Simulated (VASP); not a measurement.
Input of a VASP 6.6.1 run:

Contents of INCAR:

```
ALGO     = Normal         # electronic algorithm
EDIFF    = 1E-6           # SCF threshold, eV
ENCUT    = 520            # plane-wave cutoff, eV
GGA      = PS             # functional
ISIF     = 2              # what is computed and relaxed
ISMEAR   = 0              # smearing method
LASPH    = True           # aspherical terms in the spheres
LCHARG   = False          # write CHGCAR
LREAL    = False          # projectors in reciprocal space
LWAVE    = False          # write WAVECAR
NBANDS   = 17             # bands
NELM     = 60             # most SCF steps
PREC     = Accurate       # precision mode
SIGMA    = 0.05           # smearing width, eV
```

Contents of KPOINTS:

```
k-points
0
Gamma
  8 8 8
```

Contents of POSCAR:

```
PbS
1.0
    3.6027214824      0.0000000000      0.0000000000
    0.0000000000      3.6027214824      0.0000000000
    0.0000000000      0.0000000000      3.6027214824
Pb S
1 1
Direct
    0.0000000000      0.0000000000      0.0000000000
    0.5000000000      0.5000000000      0.5000000000
```

Potentials or basis: VASP PAW PBE potentials, release 64 (Pb_d, S).

Command:

```bash
$ cat potpaw_PBE.64/Pb_d/POTCAR potpaw_PBE.64/S/POTCAR > POTCAR
$ mpirun -np 1 vasp_std > vasp.out
```

Task: Estimate the pressure.

Result: -1.3 GPa.

Task: Estimate the band gap on the k mesh.

Result: Zero (band 10 reaches 6.46 eV, above the bottom of band 11 at 5.81 eV).

Caveat: the PAW data sets were made with another functional, which shifts forces and pressure a little; spin-orbit coupling is left out, which moves the levels of the heavy elements.
